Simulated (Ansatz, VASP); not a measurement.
Fe2O3 in VASP and in Ansatz

```
O Fe
1.0
     2.51500    1.45204    4.58333
    -2.51500    1.45204    4.58333
     0.00000   -2.90407    4.58333
O Fe
6 4
Direct
  0.75000 0.10600 0.39400
  0.39400 0.75000 0.10600
  0.10600 0.39400 0.75000
  0.25000 0.89400 0.60600
  0.60600 0.25000 0.89400
  0.89400 0.60600 0.25000
  0.85270 0.85270 0.85270
  0.64730 0.64730 0.64730
  0.14730 0.14730 0.14730
  0.35270 0.35270 0.35270
```

Alike in both runs: task single point; functional PBE; k mesh 4 × 4 × 4; occupations fermi-dirac, width 0.003 eV; collinear spin; Hubbard terms Fe d U = 3.6 eV.

|  | VASP | Ansatz |
| --- | --- | --- |
| version | VASP 6.6.1 | Ansatz 0.2.0 |
| potentials or method | VASP PAW PBE potentials, release 64 (O, Fe), cutoff 600 eV | PAW, plane waves, scalar-relativistic |
| valence electrons in the cell | 68 | 100 |

VASP gave:

| Quantity | Value |
| --- | --- |
| pressure (GPa) | 18.6 |
| traceless stress, the component that is largest in VASP (GPa) | -2.26 |
| rms of the force components (eV/Å) | 1.264 |
| net moment per atom (μB) | 2.00 |
| size of the moment on the site where the two differ most (μB) | 4.27 |

Estimate Ansatz's values.

pressure (GPa): 23.4; traceless stress, the component that is largest in VASP (GPa): -3.22; rms of the force components (eV/Å): 1.273; net moment per atom (μB): 2.00; size of the moment on the site where the two differ most (μB): 3.75.

Site moments also hang on the region over which each program counts them. The programs project onto different local orbitals, so the same U acts differently, and such runs can settle in different states. Atom by atom the forces differ by 0.018 eV/Å (rms over components). VASP's potentials hold 68 valence electrons a cell and Ansatz's 100, so a difference there can come from the potentials and not from the codes.
